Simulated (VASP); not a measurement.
## B4As3N: single point with HSE06

The system is B4As3N.

```
CELL_PARAMETERS angstrom
-2.26103 2.26103 4.44929
2.26103 -2.26103 4.44929
2.26103 2.26103 -4.44929
ATOMIC_POSITIONS crystal
N 0.00000 0.00000 0.00000
B 0.68577 0.68577 0.59399
B 0.90822 0.31423 0.00000
B 0.09178 0.09178 0.40601
B 0.31423 0.90822 0.00000
As 0.25000 0.75000 0.50000
As 0.50000 0.50000 0.00000
As 0.75000 0.25000 0.50000
```

```yaml
Program: VASP 6.6.1
Task: single point
Functional: HSE06
Potentials_or_basis: VASP PAW PBE potentials, release 64 (N, B, As)
Cutoff: 520 eV
k_mesh: 4 × 4 × 4
Occupations: gaussian, width 0.01 eV
Spin: no spin polarisation
Dipole_correction: no
Grid_for_exact_exchange_PRECFOCK: Fast
Further_INCAR_settings: ALGO = Normal; EDIFF = 1e-06; NBANDS = 26
Screening_parameter: 0.2079 1/Å
```

The pressure is -2.0 GPa and the largest force is 0.155 eV/Å. The band gap on the k mesh is 2.03 eV, direct.

Forces on the atoms (eV/Å):
```
N    0.000  0.000  0.000
B    0.074  0.074  0.113
B   -0.074  0.074 -0.113
B   -0.074 -0.074  0.113
B    0.074 -0.074 -0.113
As   0.000  0.000  0.000
As   0.000  0.000  0.000
As   0.000  0.000  0.000
```

Levels at points of the mesh, in eV from the valence-band top:
```
           k point  band 13  band 14  band 15  band 16  band 17  band 18  band 19  band 20
(0.00, 0.00, 0.00)    -4.01    -0.34     0.00     0.00     2.03     2.78     5.38     5.38
(0.50, 0.00, 0.00)    -3.34    -3.00    -2.79    -0.94     4.08     5.37     5.52     5.88
(0.50, 0.50, 0.00)    -1.89    -1.06    -0.61    -0.60     2.70     4.98     5.79     5.84
(0.50, 0.50, 0.50)    -2.53    -2.19    -1.77    -1.77     2.36     2.85     3.19     3.27
```

Wall time 23 min on 1 thread of Intel(R) Xeon(R) Platinum 8559C (Emerald Rapids), with other jobs on the host, peak memory 0.39 GiB.

Caveat: the k points lie up to 0.49 Å⁻¹ apart; the PAW data sets were made with another functional, which shifts forces and pressure a little. A k mesh can miss the band edges.
